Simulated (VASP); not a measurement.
## WS2: single point with PBE+D3(BJ)

Slab: WS2, a slab with vacuum.

```
S W
1.0
     3.15955    0.00000    0.00000
    -1.57977    2.73625    0.00000
     0.00000    0.00000   23.80426
S W
4 2
Cartesian
  0.0000 1.8242 4.5000
  0.0000 1.8242 7.6521
  1.5798 1.8242 11.3921
  1.5798 1.8242 14.5443
  1.5798 0.9121 6.0761
  3.1595 0.9121 12.9682
```

```
Program             : VASP 6.6.1
Task                : single point
Functional          : PBE
Dispersion          : D3(BJ)
Potentials or basis : VASP PAW PBE potentials, release 64 (S, W_sv)
Cutoff              : 520 eV
k mesh              : 9 × 9 × 1
Occupations         : gaussian, width 0.05 eV
Spin                : no spin polarisation
```

```yaml
Largest_force: 0.072 eV/Å
Band_gap_on_the_k_mesh: 1.84 eV, indirect (least direct gap 1.92 eV)
Dispersion_energy_per_atom: -0.345 eV
```

Forces on the atoms (eV/Å):
```
S    0.000 -0.001  0.004
S    0.000  0.001  0.072
S    0.000  0.001 -0.072
S    0.000 -0.001 -0.004
W    0.000  0.000  0.042
W    0.000  0.000 -0.042
```

Levels at points of the mesh, in eV from the valence-band top:
```tsv
k point	band 24	band 25	band 26	band 27	band 28	band 29
(0.00, 0.00, 0.00)	-1.64	-0.36	0.00	2.84	2.85	2.86
```

It took 4.1 min on 1 thread of Intel Xeon 6975P-C, on a shared host, peak memory 0.4 GiB.

Caveat: spin-orbit coupling is left out, which moves the levels of the heavy elements.
